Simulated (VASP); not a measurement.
# MoS2 (R3m) in VASP: single point with r2SCAN

Aim: the single point of MoS2 with r2SCAN.

Program: VASP 6.6.1. These are calculated values, not measurements. Logs are shortened: lines on timing, memory, paths and dates and some standing lists are left out, and cuts for length are marked.

## (1) The cell of the first run

It takes space group R3m (No. 160, trigonal). The conventional cell has a = 3.206 Å, b = 3.206 Å, c = 19.621 Å, α = 90.00°, β = 90.00°, γ = 120.00°. Mo (site symmetry 3m) has 6 S at 2.41 Å and 6 Mo at 3.21 Å within 3.3 Å. Within 3.3 Å of S (site symmetry 3m) lie 3 Mo at 2.41 Å and 7 S at 3.09 to 3.21 Å. S (site symmetry 3m) has 3 Mo at 2.41 Å and 7 S at 3.09 to 3.21 Å within 3.3 Å.

## (2) Single point, r2SCAN (19.41 Å³/atom)

Contents of POSCAR:

```
MoS2
1.0
    1.6031059165      0.9255536324      6.5403263335
   -1.6031059165      0.9255536324      6.5403263335
    0.0000000000     -1.8511072649      6.5403263336
Mo S
1 2
Direct
    0.0001067327      0.0001067327      0.0001067327
    0.2546537290      0.2546537290      0.2546537290
    0.4122395383      0.4122395383      0.4122395383
```

Contents of INCAR.step1:

```
PREC     = Accurate       # precision mode
ENCUT    = 520            # plane-wave cutoff, eV
ISMEAR   = 0              # smearing method
SIGMA    = 0.01           # smearing width, eV
LREAL    = False          # projectors in reciprocal space
LASPH    = True           # aspherical terms in the spheres
NELM     = 100            # most SCF steps
NBANDS   = 20             # bands
GGA      = PE             # functional
ALGO     = Normal         # electronic algorithm
EDIFF    = 1E-4           # SCF threshold, eV
LWAVE    = True           # write WAVECAR
LCHARG   = False          # write CHGCAR
```

Contents of INCAR.step2:

```
PREC     = Accurate       # precision mode
ENCUT    = 520            # plane-wave cutoff, eV
EDIFF    = 1E-7           # SCF threshold, eV
ISMEAR   = 0              # smearing method
SIGMA    = 0.01           # smearing width, eV
LREAL    = False          # projectors in reciprocal space
LASPH    = True           # aspherical terms in the spheres
NELM     = 100            # most SCF steps
ALGO     = Normal         # electronic algorithm
ISIF     = 2              # what is computed and relaxed
LWAVE    = False          # write WAVECAR
LCHARG   = False          # write CHGCAR
METAGGA  = R2SCAN         # meta-GGA
LMIXTAU  = True         
NBANDS   = 20             # bands
ISTART   = 1
```

Contents of KPOINTS:

```
regular mesh
0
Gamma
  8 8 8
```

Potentials or basis: VASP PAW PBE potentials, release 64 (Mo_sv, S).

Run with:

```sh
$ cat potpaw_PBE.64/Mo_sv/POTCAR potpaw_PBE.64/S/POTCAR > POTCAR
$ cp INCAR.step1 INCAR
$ mpirun -np 1 vasp_std > vasp.out
$ cp INCAR.step2 INCAR
$ mpirun -np 1 vasp_std > vasp.out
```

OUTCAR:

```text
PREC = Accurate
   ENCUT = 520
   EDIFF = 1E-7
   ISMEAR = 0
   LREAL = False
   LASPH = True
   NELM = 100
   ISIF = 2
   METAGGA = R2SCAN
   ISTART = 1

 ion  position               nearest neighbor table
   1  0.000  0.000  0.000-   2 2.41   2 2.41   2 2.41   3 2.41   3 2.41   3 2.41
   2  0.255  0.255  0.255-   1 2.41   1 2.41   1 2.41
   3  0.412  0.412  0.412-   1 2.41   1 2.41   1 2.41

  LATTYP: Found a trigonal (rhomboedric) cell.
 ALAT       =     6.7972396349
 COS(alpha) =     0.8887527543

  Lattice vectors:

 A1 = (   1.6031059165,   0.9255536324,   6.5403263335)
 A2 = (  -1.6031059165,   0.9255536324,   6.5403263335)
 A3 = (   0.0000000000,  -1.8511072649,   6.5403263336)

Analysis of symmetry for initial positions (statically):
=====================================================================
 Subroutine PRICEL returns:
 Original cell was already a primitive cell.

 Routine SETGRP: Setting up the symmetry group for a
 trigonal (rhombohedral) supercell.

 Subroutine GETGRP returns: Found  6 space group operations
 (whereof  6 operations were pure point group operations)
 out of a pool of 12 trial point group operations.

The static configuration has the point symmetry C_3v.

Analysis of symmetry for dynamics (positions and initial velocities):
=====================================================================
 Subroutine PRICEL returns:
 Original cell was already a primitive cell.

 Routine SETGRP: Setting up the symmetry group for a
 trigonal (rhombohedral) supercell.

 Subroutine GETGRP returns: Found  6 space group operations
 (whereof  6 operations were pure point group operations)
 out of a pool of 12 trial point group operations.

The dynamic configuration has the point symmetry C_3v.

 Subroutine INISYM returns: Found  6 space group operations
 (whereof  6 operations are pure point group operations),
 and found     1 'primitive' translations

----------------------------------------------------------------------------------------

                                     Primitive cell

  volume of cell :      58.2257

  direct lattice vectors                    reciprocal lattice vectors
     1.603105916  0.925553632  6.540326334     0.311894551  0.180072403  0.050965856
    -1.603105916  0.925553632  6.540326334    -0.311894551  0.180072403  0.050965856
     0.000000000 -1.851107265  6.540326334     0.000000000 -0.360144806  0.050965856

  length of vectors
     6.797239635  6.797239635  6.797239635     0.363733144  0.363733144  0.363733144

  position of ions in fractional coordinates (direct lattice)
     0.000106733  0.000106733  0.000106733
     0.254653729  0.254653729  0.254653729
     0.412239538  0.412239538  0.412239538

  ion indices of the primitive-cell ions
   primitive index   ion index
                 1           1
                 2           2
                 3           3

----------------------------------------------------------------------------------------

 KPOINTS: regular mesh

Automatic generation of k-mesh.
 Grid dimensions read from file:
 generate k-points for:    8    8    8

 Generating k-lattice:

  Cartesian coordinates                     Fractional coordinates (reciprocal lattice)
     0.038986819  0.022509050  0.006370732     0.125000000 -0.000000000 -0.000000000
    -0.038986819  0.022509050  0.006370732    -0.000000000  0.125000000 -0.000000000
     0.000000000 -0.045018101  0.006370732     0.000000000  0.000000000  0.125000000

  Length of vectors
     0.045466643  0.045466643  0.045466643

  Shift w.r.t. Gamma in fractional coordinates (k-lattice)
     0.000000000  0.000000000  0.000000000

 Subroutine IBZKPT returns following result:
 ===========================================

 Found     65 irreducible k-points:

 Following reciprocal coordinates:
            Coordinates               Weight
  0.000000  0.000000  0.000000      1.000000
  0.125000  0.000000  0.000000      6.000000
  0.250000  0.000000  0.000000      6.000000
  0.375000  0.000000  0.000000      6.000000
  0.500000  0.000000  0.000000      3.000000
  0.125000  0.125000  0.000000      6.000000
[... 16 lines left out ...]
  0.250000  0.125000  0.125000      6.000000
  0.375000  0.125000  0.125000      6.000000
 [... further k-points ...]
   k-points           NKPTS =     65   k-points in BZ     NKDIM =     65   number of bands    NBANDS=     20
   number of dos      NEDOS =    301   number of ions     NIONS =      3
   total plane-waves  NPLWV = 157464
   dimension x,y,z NGX =    54 NGY =   54 NGZ =   54
   dimension x,y,z NGXF=   108 NGYF=  108 NGZF=  108
   ions per type =               1   2
   NGX,Y,Z   is equivalent  to a cutoff of  13.21, 13.21, 13.21 a.u.
   NGXF,Y,Z  is equivalent  to a cutoff of  26.41, 26.41, 26.41 a.u.
 SYSTEM =  unknown system
   PREC   = accura    normal or accurate (medium, high low for compatibility)
   ISTART =      1    job   : 0-new  1-cont  2-samecut
   ICHARG =      0    charge: 1-file 2-atom 10-const
   ISPIN  =      1    spin polarized calculation?
   LNONCOLLINEAR =      F non collinear calculations
   LSORBIT =      F    spin-orbit coupling
   LASPH  =      T    aspherical Exc in radial PAW
   ENCUT  =  520.0 eV  38.22 Ry    6.18 a.u.  12.64 12.64 12.64*2*pi/ulx,y,z
   NELM   =    100;   NELMIN=  2; NELMDL=  0     # of ELM steps
   EDIFF  = 0.1E-06   stopping-criterion for ELM
   LREAL  =      F    real-space projection
   EDIFFG = 0.1E-05   stopping-criterion for IOM
   NSW    =      0    number of steps for IOM
   IBRION =     -1    ionic relax: 0-MD 1-quasi-New 2-CG
   NFREE  =      0    steps in history (QN), initial steepest desc. (CG)
   ISIF   =      2    stress and relaxation
   ISYM   =      2    0-nonsym 1-usesym 2-fastsym
   POTIM  = 0.5000    time-step for ionic-motion
   TEBEG  =    0.0;   TEEND  =   0.0 temperature during run
   PSTRESS=    0.0 pullay stress
   NELECT =      26.0000    total number of electrons
   NUPDOWN=      -1.0000    fix difference up-down
   EMIN   =  10.00;   EMAX   =-10.00  energy-range for DOS
   EFERMI =   0.00;   METHOD = LEGACY
   ISMEAR =     0;   SIGMA  =   0.01  broadening in eV -4-tet -1-fermi 0-gaus
   EFERMI_NEDOS =   21; number of points for ismear=-14 and -15
   IALGO  =     38    algorithm
   IMIX   =      4    mixing-type and parameters
     AMIX     =   0.40;   BMIX     =  1.00
     AMIX_MAG =   1.60;   BMIX_MAG =  1.00
  volume/ion in A,a.u.               =      19.41       130.98
  Fermi-wavevector in a.u.,A,eV,Ry     =   1.251299  2.364612 21.303313  1.565749
  Thomas-Fermi vector in A             =   2.385253
   LORBIT       =      0    0 simple, 1 ext, 2 COOP (PROOUT), +10 PAW based schemes
   METAGGA = R2SCAN    functional components
   LHFCALC =     F    Hartree Fock is set to
   AEXX    =    0.0000 exact exchange contribution
   IVDW    =     0    specifies the selected vdW correction
   LEPSILON=     F    determine dielectric tensor
   LRPA    =     F    only Hartree local field effects (RPA)
 non-spin polarized calculation
 Gauss-broadening in eV      SIGMA  =   0.01
  energy-cutoff  :      520.00
  volume of cell :       58.23
 maximum number of plane-waves:      1592
 NGX is ok and might be reduce to    54
   NGX = 25   NGY = 25   NGZ = 25

 number of electron      25.9999999 magnetization

 Free energy of the ion-electron system (eV)
  ---------------------------------------------------
  ext. energy  EPLUGINS =         0.00000000
  ---------------------------------------------------
  free energy    TOTEN  =       -45.03667085 eV

  energy without entropy =      -45.03667085  energy(sigma->0) =      -45.03667085

 E-fermi :   6.5259     XC(G=0): -10.9069

 val. band max:        6.2628225551   @ k =   0.5000   0.5000   0.5000
 cond. band min:       7.5009807766   @ k =  -0.1250   0.5000   0.1250
 fundamental gap:      1.2381582215
 Fermi energy:         6.5259127589

 k-point     1 :       0.0000    0.0000    0.0000
  band No.  band energies     occupation
      1     -57.1672      2.00000
      2     -30.5650      2.00000
      3     -30.3822      2.00000
      4     -30.3822      2.00000
      5      -9.1220      2.00000
      6      -7.5536      2.00000
[... 12 lines left out ...]
     19      14.4196      0.00000
     20      15.2360      0.00000

 k-point     2 :       0.1250    0.0000    0.0000
  band No.  band energies     occupation
      1     -57.1617      2.00000
      2     -30.5538      2.00000
      3     -30.4380      2.00000
      4     -30.3949      2.00000
      5      -8.8901      2.00000
      6      -7.4761      2.00000
[... 12 lines left out ...]
     19      14.6894      0.00000
     20      16.0676      0.00000

 k-point     3 :       0.2500    0.0000    0.0000
  band No.  band energies     occupation
      1     -57.1483      2.00000
      2     -30.5706      2.00000
      3     -30.5267      2.00000
      4     -30.4253      2.00000
      5      -8.2799      2.00000
      6      -7.2735      2.00000
[... 12 lines left out ...]
     19      15.1390      0.00000
     20      15.5072      0.00000

 k-point     4 :       0.3750    0.0000    0.0000
  band No.  band energies     occupation
      1     -57.1349      2.00000
      2     -30.7007      2.00000
      3     -30.4995      2.00000
      4     -30.4555      2.00000
      5      -7.5654      2.00000
      6      -7.0440      2.00000
[... 429 lines left out ...]
 k-point    23 :       0.2500    0.1250    0.1250
  band No.  band energies     occupation
      1     -57.1617      2.00000
      2     -30.5538      2.00000
      3     -30.4380      2.00000
      4     -30.3949      2.00000
      5      -8.8660      2.00000
      6      -7.5176      2.00000
[... 12 lines left out ...]
     19      14.8190      0.00000
     20      16.1225      0.00000

 k-point    24 :       0.3750    0.1250    0.1250
  band No.  band energies     occupation
      1     -57.1483      2.00000
      2     -30.5706      2.00000
      3     -30.5267      2.00000
      4     -30.4253      2.00000
      5      -8.2516      2.00000
      6      -7.3148      2.00000
[... 12 lines left out ...]
     19      15.1689      0.00000
     20      15.4596      0.00000

 [... further k-points ...]

------------------------ aborting loop because EDIFF is reached ----------------------------------------

  FORCE on cell =-STRESS in cart. coord.  units (eV):
  Direction    XX          YY          ZZ          XY          YZ          ZX
  --------------------------------------------------------------------------------------
  -------------------------------------------------------------------------------------
  Total       -0.6227657     -0.6227657     -0.0635462      0.0000000      0.0000000      0.0000000
  in kB      -17.1364471    -17.1364471     -1.7485809      0.0000000      0.0000000      0.0000000
  external PRESSURE =     -12.0071584 kB  Pullay stress =       0.0000000 kB

 VOLUME and BASIS-vectors are now :
 -----------------------------------------------------------------------------
  energy-cutoff  :      520.00
  volume of cell :       58.23
      direct lattice vectors                 reciprocal lattice vectors
     1.603105916  0.925553632  6.540326334     0.311894551  0.180072403  0.050965856
    -1.603105916  0.925553632  6.540326334    -0.311894551  0.180072403  0.050965856
     0.000000000 -1.851107265  6.540326334     0.000000000 -0.360144806  0.050965856

 POSITION                                       TOTAL-FORCE (eV/Angst)
 -----------------------------------------------------------------------------------
      0.00000     -0.00000      0.00209         0.000000     -0.000000      0.000284
      0.00000     -0.00000      4.99656         0.000000      0.000000     -0.003720
      0.00000     -0.00000      8.08854         0.000000     -0.000000      0.003435
 -----------------------------------------------------------------------------------
    total drift:                                0.000000      0.000000      0.000025

  FREE ENERGIE OF THE ION-ELECTRON SYSTEM (eV)
  ---------------------------------------------------
  free  energy   TOTEN  =       -45.0366708485 eV

  energy  without entropy=      -45.0366708485  energy(sigma->0) =      -45.03667085
```

Run time: 26 min. Hardware: 1 thread of Intel Xeon Platinum 8259CL at 2.50GHz (Skylake/Cascade Lake), shared host; peak memory 0.47 GiB.

What came out:

```yaml
Free_energy: -45.0367 eV
Pressure: -1.2 GPa
Largest_force: 0.004 eV/Å
Band_gap_on_the_k_mesh: 1.24 eV (least direct gap 2.01 eV)
```

Forces on the atoms (eV/Å):
```
Mo   0.000  0.000  0.000
S    0.000  0.000 -0.004
S    0.000  0.000  0.003
```

Caveat: the PAW data sets were made with another functional, which shifts forces and pressure a little. A k mesh can miss the band edges.
